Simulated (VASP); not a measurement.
A run of VASP 6.6.1:

Contents of INCAR:

```
SYSTEM = TiAl
PREC = Accurate
ENCUT = 500
EDIFF = 1E-6
ISMEAR = -1
SIGMA = 0.15
LREAL = .FALSE.
LASPH = .TRUE.
NELM = 120
ALGO = Normal
ISIF = 2
LWAVE = .FALSE.
LCHARG = .FALSE.
GGA = PS
NBANDS = 14
GGA_COMPAT = .FALSE.
```

File KPOINTS:

```
regular mesh
0
G
  7 7 7
  0 0 0
```

POSCAR

```
TiAl
1.0
    3.1760736810      0.0000000000      0.0000000000
    0.0000000000      3.1760736810      0.0000000000
    0.0000000000      0.0000000000      3.1760736810
Ti Al
1 1
Direct
    0.5000000000      0.5000000000      0.5000000000
    0.0000000000      0.0000000000      0.0000000000
```

Potentials or basis: VASP PAW PBE potentials, release 64 (Ti_sv, Al).

The run is started by

```console
$ cat potpaw_PBE.64/Ti_sv/POTCAR potpaw_PBE.64/Al/POTCAR > POTCAR
$ mpirun -np 1 vasp_std > vasp.out
```

Hardware: 1 thread of Intel Xeon 8259CL, with other jobs on the host.

Problem. Estimate the wall time of this run.

Solution. Run time: 12 s on 1 thread of Intel Xeon 8259CL, on a shared host, peak memory 0.14 GiB. Counts: scf iterations 12, k points 20.
